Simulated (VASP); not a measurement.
Ti: single point with PBE+D3(BJ)

Slab: Ti, a slab with vacuum.

```
Ti
1.0
     5.71028    0.00000    0.00000
    -2.85514    4.94525    0.00000
     0.00000    0.00000   22.66242
Ti
12
Direct
  0.33333 0.16667 0.35301
  0.33333 0.66667 0.35301
  0.83333 0.16667 0.35301
  0.83333 0.66667 0.35301
  0.66923 0.33464 0.45221
  0.66634 0.83303 0.44733
  0.16525 0.33453 0.45230
  0.16564 0.83170 0.45240
  0.99947 0.49930 0.56966
  0.98936 0.99647 0.54895
  0.50494 0.50931 0.54896
  0.50666 0.99710 0.54873
```

- Program: VASP 6.6.1
- Task: single point
- Functional: PBE
- Dispersion: D3(BJ)
- Potentials or basis: VASP PAW PBE potentials, release 64 (Ti_sv)
- Cutoff: 520 eV
- k mesh: 4 × 4 × 1
- Occupations: gaussian, width 0.1 eV
- Spin: no spin polarisation
- Dipole correction: yes
- Further INCAR settings: ALGO = Normal; EDIFF = 1e-06; NBANDS = 84

The largest force is 0.484 eV/Å, the band gap on the k mesh is zero (band 72 reaches 0.24 eV, above the bottom of band 73 at -0.42 eV) and the dispersion energy per atom is -0.427 eV.

Forces on the atoms (eV/Å):
```
Ti  -0.002  0.001  0.430
Ti  -0.141 -0.075 -0.127
Ti   0.003  0.146 -0.138
Ti   0.138 -0.071 -0.133
Ti   0.057  0.043  0.066
Ti   0.002  0.000  0.001
Ti  -0.055  0.038  0.072
Ti  -0.003 -0.074  0.076
Ti  -0.003 -0.003 -0.484
Ti   0.004 -0.019  0.076
Ti  -0.007  0.039  0.067
Ti   0.007 -0.027  0.094
```

Levels at points of the mesh, in eV from the Fermi level:
| k point | band 70 | band 71 | band 72 | band 73 | band 74 | band 75 | band 76 | band 77 | band 78 | band 79 |
| --- | --- | --- | --- | --- | --- | --- | --- | --- | --- | --- |
| (0.00, 0.00, 0.00) | 0.35 | 0.35 | 0.43 | 0.58 | 0.58 | 0.72 | 0.72 | 0.79 | 0.83 | 0.88 |
| (0.50, 0.00, 0.00) | -0.43 | -0.29 | -0.21 | -0.13 | -0.11 | -0.02 | 0.01 | 0.09 | 0.14 | 0.24 |
| (0.00, 0.50, 0.00) | -0.43 | -0.29 | -0.21 | -0.13 | -0.11 | -0.01 | 0.01 | 0.09 | 0.14 | 0.26 |
| (0.50, 0.50, 0.00) | -0.43 | -0.29 | -0.21 | -0.13 | -0.11 | -0.02 | 0.01 | 0.09 | 0.14 | 0.25 |

It took 28 min on 1 thread of Intel(R) Xeon(R) Platinum 8488C (Sapphire Rapids), on a shared host, peak memory 0.81 GiB.
